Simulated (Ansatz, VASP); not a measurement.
**InP: VASP beside Ansatz**

```
In P
1.0
     0.00000    2.63713    2.97521
     2.63713    0.00000    2.97521
     2.63713    2.63713    0.00000
In P
1 1
Direct
  0.00000 0.00000 0.00000
  0.50000 0.50000 0.50000
```

Alike in both runs: task single point; functional PBE; k mesh 20 × 20 × 20; occupations gaussian, width 0.15 eV; no spin polarisation.

```csv
,VASP,Ansatz
version,VASP 6.6.1,Ansatz 0.2.0
potentials or method,"VASP PAW PBE potentials, release 64 (In_d, P), cutoff 520 eV","scalar-relativistic, plane waves, PAW"
valence electrons in the cell,18,18
```

VASP gave:

| Quantity | Value |
| --- | --- |
| gap on the k mesh at the Fermi level (eV) | none |
| pressure (GPa) | 4.2 |
| traceless stress, the component that is largest in VASP (GPa) | -7.87 |

**Question.** Estimate Ansatz's values.

**Answer.** gap on the k mesh at the Fermi level (eV): none; pressure (GPa): 4.2; traceless stress, the component that is largest in VASP (GPa): -7.90.

A gap of «none» marks a metal or a gap that the smearing closes.
